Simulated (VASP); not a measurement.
# Tl (Im-3m) in VASP: notebook, part 3 of 3

VASP 6.6.1. Earlier steps stand in the parts before.

**5. Electric field gradients, PBE**

Contents of INCAR:

```
SYSTEM = Tl
  PREC = Accurate
  ENCUT = 520
  EDIFF = 1E-8
  ISMEAR = -1
  SIGMA = 0.05
  LREAL = .FALSE.
  LASPH = .TRUE.
  NELM = 100
  ALGO = Normal
  ISIF = 2
  LWAVE = .FALSE.
  LCHARG = .FALSE.
  GGA = PE
  LEFG = .TRUE.
  NBANDS = 12
```

Contents of KPOINTS:

```
regular mesh
0
G
  18 18 18
  0 0 0
```

Contents of POSCAR:

```
Tl
1.0
   -1.9410000000      1.9410000000      1.9410000000
    1.9410000000     -1.9410000000      1.9410000000
    1.9410000000      1.9410000000     -1.9410000000
Tl
1
Direct
    0.0000000000      0.0000000000      0.0000000000
```

Potentials or basis: VASP PAW PBE potentials, release 64 (Tl_d).

On the command line:

```
cat potpaw_PBE.64/Tl_d/POTCAR > POTCAR
mpirun -np 1 vasp_std > vasp.out
```

OUTCAR:

```text
SYSTEM = Tl
   PREC = Accurate
   ENCUT = 520
   EDIFF = 1E-8
   ISMEAR = -1
   LREAL = .FALSE.
   LASPH = .TRUE.
   NELM = 100
   ISIF = 2
   GGA = PE

 ion  position               nearest neighbor table
   1  0.000  0.000  0.000-

  LATTYP: Found a body centered cubic cell.
 ALAT       =     3.8820000000

  Lattice vectors:

 A1 = (  -1.9410000000,   1.9410000000,   1.9410000000)
 A2 = (   1.9410000000,  -1.9410000000,   1.9410000000)
 A3 = (   1.9410000000,   1.9410000000,  -1.9410000000)

Analysis of symmetry for initial positions (statically):
=====================================================================
 Subroutine PRICEL returns:
 Original cell was already a primitive cell.

 Routine SETGRP: Setting up the symmetry group for a
 body centered cubic supercell.

 Subroutine GETGRP returns: Found 48 space group operations
 (whereof 48 operations were pure point group operations)
[... 540 lines left out ...]

 VOLUME and BASIS-vectors are now :
 -----------------------------------------------------------------------------
  energy-cutoff  :      520.00
  volume of cell :       29.25
      direct lattice vectors                 reciprocal lattice vectors
    -1.941000000  1.941000000  1.941000000     0.000000000  0.257599176  0.257599176
     1.941000000 -1.941000000  1.941000000     0.257599176  0.000000000  0.257599176
     1.941000000  1.941000000 -1.941000000     0.257599176  0.257599176  0.000000000

 POSITION                                       TOTAL-FORCE (eV/Angst)
 -----------------------------------------------------------------------------------
      0.00000      0.00000      0.00000        -0.000000      0.000000     -0.000000
 -----------------------------------------------------------------------------------
    total drift:                               -0.000000     -0.000000     -0.000000

  FREE ENERGIE OF THE ION-ELECTRON SYSTEM (eV)
  ---------------------------------------------------
  free  energy   TOTEN  =        -2.2102570562 eV

  energy  without entropy=       -2.2073619913  energy(sigma->0) =       -2.20880952

 Electric field gradients (V/A^2)
---------------------------------------------------------------------
 ion       V_xx      V_yy      V_zz      V_xy      V_xz      V_yz
---------------------------------------------------------------------
   1      -0.000    -0.000    -0.000     0.001     0.001     0.001
---------------------------------------------------------------------

 Electric field gradients after diagonalization (V/A^2)
 (convention: |V_zz| > |V_xx| > |V_yy|)
----------------------------------------------------------------------
 ion       V_xx      V_yy      V_zz     asymmetry (V_yy - V_xx)/ V_zz
----------------------------------------------------------------------
   1      -0.001    -0.001     0.001       0.000
----------------------------------------------------------------------

           NMR quadrupolar parameters

 Cq : quadrupolar parameter    Cq=e*Q*V_zz/h
 eta: asymmetry parameters     (V_yy - V_xx)/ V_zz
 Q  : nuclear electric quadrupole moment in mb (millibarn)
----------------------------------------------------------------------
 ion       Cq(MHz)       eta       Q (mb)
----------------------------------------------------------------------
   1       0.000       0.000       1.000
----------------------------------------------------------------------
```

OSZICAR:

```text
N       E                     dE             d eps       ncg     rms          rms(c)
DAV:   1     0.499226427425E+02    0.49923E+02   -0.67082E+03  5040   0.939E+02
DAV:   2    -0.163733331452E+01   -0.51560E+02   -0.50650E+02  5352   0.211E+02
DAV:   3    -0.223336943918E+01   -0.59604E+00   -0.59538E+00  5560   0.203E+01
DAV:   4    -0.223610567093E+01   -0.27362E-02   -0.27361E-02  5212   0.160E+00
DAV:   5    -0.223613905431E+01   -0.33383E-04   -0.33384E-04  5528   0.170E-01    0.205E+00
DAV:   6    -0.221428690863E+01    0.21852E-01   -0.34865E-02  5044   0.175E+00    0.145E+00
DAV:   7    -0.221045516281E+01    0.38317E-02   -0.11865E-02  5276   0.101E+00    0.604E-01
DAV:   8    -0.221025148282E+01    0.20368E-03   -0.50305E-04  5208   0.212E-01    0.317E-02
DAV:   9    -0.221025464367E+01   -0.31609E-05   -0.48056E-06  5324   0.222E-02    0.108E-02
DAV:  10    -0.221025702753E+01   -0.23839E-05   -0.19789E-06  5288   0.133E-02    0.762E-04
DAV:  11    -0.221025704249E+01   -0.14961E-07   -0.51604E-08  5228   0.167E-03    0.365E-04
DAV:  12    -0.221025705576E+01   -0.13270E-07   -0.66039E-09  3052   0.798E-04    0.175E-05
DAV:  13    -0.221025705624E+01   -0.48226E-09   -0.19929E-10  2672   0.157E-04
   1 F= -.22102571E+01 E0= -.22088095E+01  d E =-.289506E-02
```

Run time: 74 s. Hardware: 1 thread of Intel Xeon 6975P-C, shared host; peak memory 0.2 GiB.

Results:

| Quantity | Value |
| --- | --- |
| Free energy | -2.2103 eV |
| Pressure | 2.2 GPa |

Caveat: without QUAD_EFG the Cq values of the log hold for a quadrupole moment of 1 mb, not for the nuclei; spin-orbit coupling is left out, which moves the levels of the heavy elements.

**6. Electric field gradients, LDA**

Contents of INCAR:

```
SYSTEM = Tl
  PREC = Accurate
  ENCUT = 520
  EDIFF = 1E-8
  ISMEAR = -1
  SIGMA = 0.05
  LREAL = .False.
  LASPH = .True.
  NELM = 60
  ALGO = Normal
  ISIF = 2
  LWAVE = .False.
  LCHARG = .False.
  GGA = CA
  LEFG = .True.
  NBANDS = 12
```

Contents of KPOINTS:

```
regular mesh
0
Gamma
  13 13 13
  0 0 0
```

POSCAR is that of step 5.

Potentials or basis: VASP PAW LDA potentials, release 64 (Tl_d).

On the command line:

```
cat potpaw_LDA.64/Tl_d/POTCAR > POTCAR
mpirun -np 1 vasp_std > vasp.out
```

OUTCAR:

```text
SYSTEM = Tl
   PREC = Accurate
   ENCUT = 520
   EDIFF = 1E-8
   ISMEAR = -1
   LREAL = .False.
   LASPH = .True.
   NELM = 60
   ISIF = 2
   GGA = CA

 ion  position               nearest neighbor table
   1  0.000  0.000  0.000-

  LATTYP: Found a body centered cubic cell.
 ALAT       =     3.8820000000

  Lattice vectors:

 A1 = (  -1.9410000000,   1.9410000000,   1.9410000000)
 A2 = (   1.9410000000,  -1.9410000000,   1.9410000000)
 A3 = (   1.9410000000,   1.9410000000,  -1.9410000000)

[... 564 lines left out ...]
    total drift:                               -0.000000      0.000000      0.000000

  FREE ENERGIE OF THE ION-ELECTRON SYSTEM (eV)
  ---------------------------------------------------
  free  energy   TOTEN  =        -2.9150849376 eV

  energy  without entropy=       -2.9094516166  energy(sigma->0) =       -2.91226828

 Electric field gradients (V/A^2)
---------------------------------------------------------------------
 ion       V_xx      V_yy      V_zz      V_xy      V_xz      V_yz
---------------------------------------------------------------------
   1      -0.000     0.000     0.000     0.001     0.001     0.001
---------------------------------------------------------------------

 Electric field gradients after diagonalization (V/A^2)
 (convention: |V_zz| > |V_xx| > |V_yy|)
----------------------------------------------------------------------
 ion       V_xx      V_yy      V_zz     asymmetry (V_yy - V_xx)/ V_zz
----------------------------------------------------------------------
   1      -0.001    -0.001     0.001       0.000
----------------------------------------------------------------------

           NMR quadrupolar parameters

 Cq : quadrupolar parameter    Cq=e*Q*V_zz/h
 eta: asymmetry parameters     (V_yy - V_xx)/ V_zz
 Q  : nuclear electric quadrupole moment in mb (millibarn)
----------------------------------------------------------------------
 ion       Cq(MHz)       eta       Q (mb)
----------------------------------------------------------------------
   1       0.000       0.000       1.000
----------------------------------------------------------------------
```

OSZICAR:

```text
N       E                     dE             d eps       ncg     rms          rms(c)
DAV:   1     0.517738345254E+02    0.51774E+02   -0.66515E+03  2108   0.933E+02
DAV:   2    -0.227483227979E+01   -0.54049E+02   -0.52982E+02  2312   0.215E+02
DAV:   3    -0.294357897987E+01   -0.66875E+00   -0.66810E+00  2408   0.217E+01
DAV:   4    -0.294670547378E+01   -0.31265E-02   -0.31263E-02  2256   0.173E+00
DAV:   5    -0.294674410997E+01   -0.38636E-04   -0.38637E-04  2340   0.186E-01    0.205E+00
DAV:   6    -0.292040768757E+01    0.26336E-01   -0.41373E-02  2192   0.189E+00    0.146E+00
DAV:   7    -0.291551609288E+01    0.48916E-02   -0.12216E-02  2224   0.996E-01    0.624E-01
DAV:   8    -0.291508415914E+01    0.43193E-03   -0.46876E-04  2268   0.220E-01    0.304E-02
DAV:   9    -0.291508513571E+01   -0.97657E-06   -0.27144E-06  2300   0.183E-02    0.489E-03
DAV:  10    -0.291508493697E+01    0.19874E-06   -0.41634E-07  2392   0.694E-03    0.324E-04
DAV:  11    -0.291508493761E+01   -0.64847E-09   -0.53397E-09  1468   0.692E-04
   1 F= -.29150849E+01 E0= -.29122683E+01  d E =-.563332E-02
```

Run time: 17 s. Hardware: 1 thread of AMD EPYC 7R13 (Zen 3), shared host; peak memory 0.13 GiB.

What came out:

```
Free energy : -2.9151 eV
Pressure    : -2.4 GPa
```

Levels at points of the mesh, in eV from the Fermi level:
```
           k point  band 4  band 5  band 6  band 7  band 8  band 9
(0.00, 0.00, 0.00)  -11.13  -11.13   -9.87   10.56   10.56   10.56
```

Caveat: without QUAD_EFG the Cq values of the log hold for a quadrupole moment of 1 mb, not for the nuclei; spin-orbit coupling is left out, which moves the levels of the heavy elements.

**7. Electric field gradients, r2SCAN**

POSCAR is that of step 6.

Contents of INCAR.step1:

```
ALGO = Normal
EDIFF = 1E-4
ENCUT = 520
GGA = PE
ISMEAR = -1
LASPH = True
LCHARG = False
LREAL = False
LWAVE = True
NBANDS = 12
NELM = 100
PREC = Accurate
SIGMA = 0.05
```

Contents of INCAR.step2:

```
ALGO = Normal
EDIFF = 1E-8
ENCUT = 520
ISIF = 2
ISMEAR = -1
ISTART = 1
LASPH = True
LCHARG = False
LEFG = True
LMIXTAU = True
LREAL = False
LWAVE = False
METAGGA = R2SCAN
NBANDS = 12
NELM = 100
PREC = Accurate
SIGMA = 0.05
```

Contents of KPOINTS:

```
k-points
0
Gamma
  13 13 13
```

Potentials or basis: VASP PAW PBE potentials, release 64 (Tl_d).

On the command line:

```
cat potpaw_PBE.64/Tl_d/POTCAR > POTCAR
cp INCAR.step1 INCAR
mpirun -np 1 vasp_std > vasp.out
cp INCAR.step2 INCAR
mpirun -np 1 vasp_std > vasp.out
```

OUTCAR:

```text
EDIFF = 1E-8
   ENCUT = 520
   ISIF = 2
   ISMEAR = -1
   ISTART = 1
   LASPH = True
   LREAL = False
   METAGGA = R2SCAN
   NELM = 100
   PREC = Accurate

 ion  position               nearest neighbor table
   1  0.000  0.000  0.000-

  LATTYP: Found a body centered cubic cell.
 ALAT       =     3.8820000000

  Lattice vectors:

 A1 = (  -1.9410000000,   1.9410000000,   1.9410000000)
 A2 = (   1.9410000000,  -1.9410000000,   1.9410000000)
 A3 = (   1.9410000000,   1.9410000000,  -1.9410000000)

Analysis of symmetry for initial positions (statically):
=====================================================================
 Subroutine PRICEL returns:
 Original cell was already a primitive cell.

 Routine SETGRP: Setting up the symmetry group for a
 body centered cubic supercell.

 Subroutine GETGRP returns: Found 48 space group operations
 (whereof 48 operations were pure point group operations)
 out of a pool of 48 trial point group operations.

The static configuration has the point symmetry O_h .

Analysis of symmetry for dynamics (positions and initial velocities):
=====================================================================
 Subroutine PRICEL returns:
 Original cell was already a primitive cell.

 Routine SETGRP: Setting up the symmetry group for a
 body centered cubic supercell.

 Subroutine GETGRP returns: Found 48 space group operations
 (whereof 48 operations were pure point group operations)
 out of a pool of 48 trial point group operations.

The dynamic configuration has the point symmetry O_h .

 Subroutine INISYM returns: Found 48 space group operations
 (whereof 48 operations are pure point group operations),
[... 162 lines left out ...]
     12      19.3102      0.00000
[... 331 lines left out ...]
 k-point    24 :       0.2308    0.0769    0.0769
  band No.  band energies     occupation
      1      -6.0134      2.00000
      2      -5.9356      2.00000
      3      -5.5362      2.00000
      4      -5.4910      2.00000
      5      -5.4718      2.00000
      6      -1.4490      2.00000
      7       8.0143      0.00000
      8      11.7934      0.00000
      9      12.9979      0.00000
     10      19.4401      0.00000
     11      20.0560      0.00000
     12      21.5542      0.00000

 [... further k-points ...]

------------------------ aborting loop because EDIFF is reached ----------------------------------------

  FORCE on cell =-STRESS in cart. coord.  units (eV):
  Direction    XX          YY          ZZ          XY          YZ          ZX
  --------------------------------------------------------------------------------------
  -------------------------------------------------------------------------------------
  Total        0.1733119      0.1733119      0.1733119      0.0000000     -0.0000000      0.0000000
  in kB        9.4929770      9.4929770      9.4929770      0.0000000     -0.0000000      0.0000000
  external PRESSURE =       9.4929770 kB  Pullay stress =       0.0000000 kB

 VOLUME and BASIS-vectors are now :
 -----------------------------------------------------------------------------
  energy-cutoff  :      520.00
  volume of cell :       29.25
      direct lattice vectors                 reciprocal lattice vectors
    -1.941000000  1.941000000  1.941000000     0.000000000  0.257599176  0.257599176
     1.941000000 -1.941000000  1.941000000     0.257599176  0.000000000  0.257599176
     1.941000000  1.941000000 -1.941000000     0.257599176  0.257599176  0.000000000

 POSITION                                       TOTAL-FORCE (eV/Angst)
 -----------------------------------------------------------------------------------
      0.00000      0.00000      0.00000         0.000000      0.000000      0.000000
 -----------------------------------------------------------------------------------
    total drift:                                0.000000     -0.000000      0.000000

  FREE ENERGIE OF THE ION-ELECTRON SYSTEM (eV)
  ---------------------------------------------------
  free  energy   TOTEN  =       -53.1698886810 eV

  energy  without entropy=      -53.1643298926  energy(sigma->0) =      -53.16710929

 Electric field gradients (V/A^2)
---------------------------------------------------------------------
 ion       V_xx      V_yy      V_zz      V_xy      V_xz      V_yz
---------------------------------------------------------------------
   1       0.000    -0.000     0.000     0.001     0.001     0.001
---------------------------------------------------------------------

 Electric field gradients after diagonalization (V/A^2)
 (convention: |V_zz| > |V_xx| > |V_yy|)
----------------------------------------------------------------------
 ion       V_xx      V_yy      V_zz     asymmetry (V_yy - V_xx)/ V_zz
----------------------------------------------------------------------
   1      -0.001    -0.001     0.001       0.000
----------------------------------------------------------------------

           NMR quadrupolar parameters

 Cq : quadrupolar parameter    Cq=e*Q*V_zz/h
 eta: asymmetry parameters     (V_yy - V_xx)/ V_zz
 Q  : nuclear electric quadrupole moment in mb (millibarn)
----------------------------------------------------------------------
 ion       Cq(MHz)       eta       Q (mb)
----------------------------------------------------------------------
   1       0.000       0.000       1.000
----------------------------------------------------------------------
```

OUTCAR.step1:

```text
EDIFF = 1E-4
   ENCUT = 520
   GGA = PE
   ISMEAR = -1
   LASPH = True
[... 575 lines left out ...]

 POSITION                                       TOTAL-FORCE (eV/Angst)
 -----------------------------------------------------------------------------------
      0.00000      0.00000      0.00000        -0.000000     -0.000000      0.000000
 -----------------------------------------------------------------------------------
    total drift:                                0.000000     -0.000000      0.000000

  FREE ENERGIE OF THE ION-ELECTRON SYSTEM (eV)
  ---------------------------------------------------
  free  energy   TOTEN  =        -2.2065909274 eV

  energy  without entropy=       -2.2009541932  energy(sigma->0) =       -2.20377256
```

OSZICAR.step1:

```text
N       E                     dE             d eps       ncg     rms          rms(c)
DAV:   1     0.521588022094E+02    0.52159E+02   -0.66608E+03  2108   0.934E+02
DAV:   2    -0.156569565650E+01   -0.53724E+02   -0.52670E+02  2312   0.215E+02
DAV:   3    -0.222925190919E+01   -0.66356E+00   -0.66292E+00  2408   0.216E+01
DAV:   4    -0.223238409507E+01   -0.31322E-02   -0.31320E-02  2252   0.173E+00
DAV:   5    -0.223242335244E+01   -0.39257E-04   -0.39257E-04  2348   0.187E-01    0.206E+00
DAV:   6    -0.221062816306E+01    0.21795E-01   -0.34742E-02  2200   0.175E+00    0.146E+00
DAV:   7    -0.220679399981E+01    0.38342E-02   -0.11843E-02  2252   0.101E+00    0.603E-01
DAV:   8    -0.220658783199E+01    0.20617E-03   -0.50137E-04  2232   0.212E-01    0.314E-02
DAV:   9    -0.220659092742E+01   -0.30954E-05   -0.44591E-06  1132   0.222E-02
   1 F= -.22065909E+01 E0= -.22037726E+01  d E =-.563673E-02
```

It took 1.8 min on 1 thread of AMD EPYC 7R13 (Zen 3), shared host; peak memory 0.15 GiB.

Results:

```
Free energy : -53.1699 eV
Pressure    : 0.9 GPa
```

Caveat: without QUAD_EFG the Cq values of the log hold for a quadrupole moment of 1 mb, not for the nuclei; the PAW data sets were made with another functional, which shifts forces and pressure a little; spin-orbit coupling is left out, which moves the levels of the heavy elements.

**8. Overview**

| level | potentials or basis | k mesh | gap on the mesh (eV) | pressure (GPa) |
| --- | --- | --- | --- | --- |
| PBE | VASP PAW PBE potentials, release 64 (Tl_d) | 4 × 4 × 4 | none | 3.4 |
| PBE | VASP PAW PBE potentials, release 64 (Tl_d) | 6 × 6 × 6 | none | 2.3 |
| PBE | VASP PAW PBE potentials, release 64 (Tl_d) | 10 × 10 × 10 | none | 2.1 |
| PBE | VASP PAW PBE potentials, release 64 (Tl_d) | 18 × 18 × 18 | none | 2.2 |
| LDA | VASP PAW LDA potentials, release 64 (Tl_d) | 13 × 13 × 13 | none | -2.4 |
| r2SCAN | VASP PAW PBE potentials, release 64 (Tl_d) | 13 × 13 × 13 | none | 0.9 |

Alike in all rows: task electric field gradients; no spin polarisation; cell as given; cutoff (eV) 520; smearing fermi-dirac 0.05 eV.

Caveats: some runs use coarse meshes; spin-orbit coupling is left out, which moves the levels of the heavy elements; the PAW data sets were made with another functional, which shifts forces and pressure a little (some runs).

Total energies depend on the potentials used, so only differences within one code and one set of settings carry meaning.
